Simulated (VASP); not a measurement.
Ni: relaxation of cell and atoms with BLYP

Crystal: Ni.

```xyz
4
Lattice="2.4918 0.0000 0.0000 -1.2459 2.1579 0.0000 0.0000 0.0000 8.1381" Properties=species:S:1:pos:R:3 pbc="T T T"
Ni    0.0000    0.0000    0.0000
Ni    0.0000    0.0000    4.0690
Ni    0.0000    1.4386    2.0345
Ni    1.2459    0.7193    6.1036
```

This isn't the form of Ni at room conditions, which is fcc.

```yaml
Program: VASP 6.6.1
Task: relaxation of cell and atoms
Functional: BLYP
Potentials_or_basis: VASP PAW PBE potentials, release 64 (Ni)
Cutoff: 600 eV
k_mesh: 14 × 14 × 4
Occupations: fermi-dirac, width 0.05 eV
Spin: collinear spin, ferromagnetic start
Starting_moments: "[0.8, 0.8, 0.8, 0.8] μB"
Dipole_correction: no
Further_INCAR_settings: ALGO = Normal; EDIFF = 1e-06; IBRION = 2; EDIFFG = -0.01; NSW = 80; ISIF = 3
```

```json
{"Relaxed volume": "11.45 Å³/atom", "Relaxed cell": "a = 2.526 Å, b = 2.526 Å, c = 8.287 Å, α = 90.00°, β = 90.00°, γ = 120.00°", "Space group after relaxing (to 0.1 Å)": "P6_3/mmc (No. 194)", "Energy gained by relaxing": "13.4 meV/atom", "Ionic steps": "6", "Pressure after relaxing": "0.1 GPa", "Net moment": "2.39 μB per cell", "Site moments": "Ni +0.60, +0.62 (each value once) μB", "Valence electrons inside the program's atomic spheres": "Ni 9.27"}
```

The path:
| step | energy change (eV) | largest force (eV/Å) | pressure (GPa) | volume (Å³) |
| --- | --- | --- | --- | --- |
| 1 | 0.0000 | 0.0000 | 8.58 | 43.76 |
| 2 | -0.0226 | 0.0000 | -5.45 | 47.57 |
| 3 | -0.0536 | 0.0000 | -0.07 | 45.85 |
| 4 | -0.0536 | 0.0000 | 0.12 | 45.81 |
| 5 | -0.0536 | 0.0000 | 0.09 | 45.81 |
| 6 | -0.0537 | 0.0000 | 0.09 | 45.80 |

Final structure:
```
CELL_PARAMETERS angstrom
2.52639 0.00000 0.00000
-1.26320 2.18792 0.00000
0.00000 0.00000 8.28655
ATOMIC_POSITIONS crystal
Ni 0.00000 0.00000 0.00000
Ni 0.00000 0.00000 0.50000
Ni 0.33333 0.66667 0.25000
Ni 0.66667 0.33333 0.75000
```

Levels at points of the mesh, in eV from the Fermi level:
Spin up:
```
           k point  band 18  band 19  band 20  band 21  band 22  band 23  band 24  band 25
(0.00, 0.00, 0.00)    -1.13    -1.13    -0.92    -0.92    -0.61    -0.61    -0.01     5.30
(0.50, 0.00, 0.00)    -0.49    -0.49    -0.47     0.47     1.51     2.28     2.82     6.19
(0.00, 0.00, 0.50)    -1.25    -1.25    -1.25    -0.75    -0.75    -0.75    -0.75     8.39
(0.50, 0.00, 0.50)    -0.55    -0.48    -0.48     1.25     1.25     2.61     2.61     6.61
```
Spin down:
```csv
k point,band 16,band 17,band 18,band 19,band 20,band 21
"(0.00, 0.00, 0.00)",-0.83,-0.83,-0.52,-0.52,-0.29,-0.29
"(0.50, 0.00, 0.00)",0.15,0.19,0.26,0.29,0.32,0.57
"(0.00, 0.00, 0.50)",-1.39,-0.68,-0.68,-0.68,-0.68,-0.08
"(0.50, 0.00, 0.50)",-0.20,0.15,0.15,0.26,0.26,1.58
```

Run time: 18 min on 1 thread of Oxide Virtual Turin-like Processor, with other jobs on the host, peak memory 0.25 GiB.

Caveat: the PAW data sets were made with another functional, which shifts forces and pressure a little.
